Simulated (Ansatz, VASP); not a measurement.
# One calculation of Na6H, two programs

Contents of INCAR:

```
PREC     = Accurate       # precision mode
ENCUT    = 520            # plane-wave cutoff, eV
EDIFF    = 1E-6           # SCF threshold, eV
ISMEAR   = 0              # smearing method
SIGMA    = 0.1            # smearing width, eV
LREAL    = False          # projectors in reciprocal space
LASPH    = True           # aspherical terms in the spheres
NELM     = 60             # most SCF steps
ALGO     = Normal         # electronic algorithm
ISIF     = 2              # what is computed and relaxed
LWAVE    = False          # write WAVECAR
LCHARG   = True           # write CHGCAR
GGA      = PE             # functional
LELF     = True           # ELF
LVHAR    = True         
NBANDS   = 30             # bands
```

File KPOINTS:

```
Automatic mesh
0
Gamma
  4 4 4
```

The input POSCAR:

```
Na6H
1.0
    5.3082163600      0.0000000000      0.0000000000
    0.0000000000      5.3082163600      0.0000000000
    0.0000000000      0.0000000000      5.3082163600
Na H
6 1
Direct
    0.2099999900      0.5000000000      0.5000000000
    0.5000000000      0.2099999900      0.5000000000
    0.7900000100      0.5000000000      0.5000000000
    0.5000000000      0.7900000100      0.5000000000
    0.5000000000      0.5000000000      0.2099999900
    0.5000000000      0.5000000000      0.7900000100
    0.0000000000      0.0000000000      0.0000000000
```

Input for Ansatz:

```yaml
crystal:
  lattice:
    - [5.30821636, 0.0, 0.0]
    - [0.0, 5.30821636, 0.0]
    - [0.0, 0.0, 5.30821636]
  atoms:
    - { symbol: Na, position: [0.20999999, 0.5, 0.5] }
    - { symbol: Na, position: [0.5, 0.20999999, 0.5] }
    - { symbol: Na, position: [0.79000001, 0.5, 0.5] }
    - { symbol: Na, position: [0.5, 0.79000001, 0.5] }
    - { symbol: Na, position: [0.5, 0.5, 0.20999999] }
    - { symbol: Na, position: [0.5, 0.5, 0.79000001] }
    - { symbol: H, position: [0.0, 0.0, 0.0] }
basis:
  ecutwfc: 420
kpoints:
  mp_grid: { grid: [4, 4, 4] }
hamiltonian:
  xc: pbe
scf:
  occupations: { method: gaussian, width: 0.1 }
  lower_state_search: "off"
output:
  forces: true
  stress: true
  eigenvalues: true
```

Change from the starting cell: species swapped into the SiB6 type (Pm-3m, No. 221).

Alike in both runs: task single point; functional PBE; k mesh 4 × 4 × 4; occupations gaussian, width 0.1 eV; no spin polarisation.

|  | VASP | Ansatz |
| --- | --- | --- |
| version | VASP 6.6.1 | Ansatz 0.2.0 |
| potentials or method | VASP PAW PBE potentials, release 64 (Na_pv, H), cutoff 520 eV | scalar-relativistic, plane waves, PAW |
| valence electrons in the cell | 43 | 55 |

```csv
,VASP,Ansatz,Ansatz less VASP
gap on the k mesh at the Fermi level (eV),none,none,-
pressure (GPa),26.2,26.1,-0.09
rms of the force components (eV/Å),2.813,2.796,-0.0165
```

Atom by atom the forces differ by 0.016 eV/Å (rms over components). A gap of «none» marks a metal or a gap that the smearing closes. The functional is the same, so the differences come from potentials, cutoffs and numerics. VASP's potentials hold 43 valence electrons a cell and Ansatz's 55, so a difference there can come from the potentials and not from the codes.
